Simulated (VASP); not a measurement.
Runs of VASP 6.6.1 on HfN. The structure is that of space group F-43m (No. 216), or close to it. The cells are those of the table. 

```tsv
task	cell	gap on the mesh (eV)	pressure (GPa)
relaxation of cell and atoms	relaxed to 8 GPa from a = 3.472 Å, angles 60.0°, 2 atoms	none	7.9
single point	a = 3.449 Å, angles 60.0°, 2 atoms	none	(a)
single point	a = 3.460 Å, angles 60.0°, 2 atoms	none	-1.3
single point	a = 3.438 Å, angles 60.0°, 2 atoms	none	2.7
single point	a = 3.428 Å, angles 60.0°, 2 atoms	none	(b)
relaxation of cell and atoms	relaxed from a = 3.472 Å, angles 60.0°, 2 atoms	none	0.0
relaxation of cell and atoms	relaxed to 4 GPa from a = 3.472 Å, angles 60.0°, 2 atoms	none	4.0
single point	a = 3.418 Å, angles 60.0°, 2 atoms	none	6.7
relaxation of cell and atoms	relaxed to 6 GPa from a = 3.472 Å, angles 60.0°, 2 atoms	none	6.0
relaxation of cell and atoms	relaxed to 2 GPa from a = 3.472 Å, angles 60.0°, 2 atoms	none	1.9
```

Alike in all rows: level r2SCAN; potentials or basis VASP PAW PBE potentials, release 64 (Hf_pv, N); no spin polarisation; k mesh 11 × 11 × 11; cutoff (eV) 660; smearing fermi-dirac 0.15 eV.

Fill in the values left out.

(a) 0.6; (b) 4.7.

Caveats: the PAW data sets were made with another functional, which shifts forces and pressure a little; spin-orbit coupling is left out, which moves the levels of the heavy elements; the cell is relaxed towards a set pressure, so the run minimises the enthalpy, not the energy (at least some runs); the cell stands under pressure (at least some runs).

A k mesh can miss the band edges, and the runs leave out spin-orbit coupling on Hf.

A gap of «none» marks levels without a gap at the run's occupations.
